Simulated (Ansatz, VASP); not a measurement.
## Cd in VASP and in Ansatz

```
Cd
1.0
     1.47437    2.55369    0.00000
    -1.47437    2.55369    0.00000
     0.00000    0.00000    5.56098
Cd
2
Cartesian
  0.0000 1.7025 1.3902
  0.0000 3.4049 4.1707
```

Alike in both runs: task single point; functional RPBE; k mesh 7 × 7 × 3; no spin polarisation.

|  | VASP | Ansatz |
| --- | --- | --- |
| version | VASP 6.6.1 | Ansatz 0.2.0 |
| potentials or method | VASP PAW PBE potentials, release 64 (Cd_sv_GW), cutoff 540 eV | PAW plane waves |
| occupations | fermi-dirac, width 0.1 eV | fermi-dirac |
| valence electrons in the cell | 40 | 40 |

|  | VASP | Ansatz | Ansatz less VASP |
| --- | --- | --- | --- |
| gap on the k mesh at the Fermi level (eV) | none | none | - |
| pressure (GPa) | 5.3 | 7.7 | +2.40 |
| traceless stress, the component that is largest in VASP (GPa) | -0.94 | -0.95 | -0.012 |

VASP's potentials were made for PBE, not for RPBE. A gap of «none» marks a metal or a gap that the smearing closes. Ansatz's warnings: stress scf threshold loose, structure snapped to symmetry.

The k mesh is coarse, so the values compare programs but aren't converged.
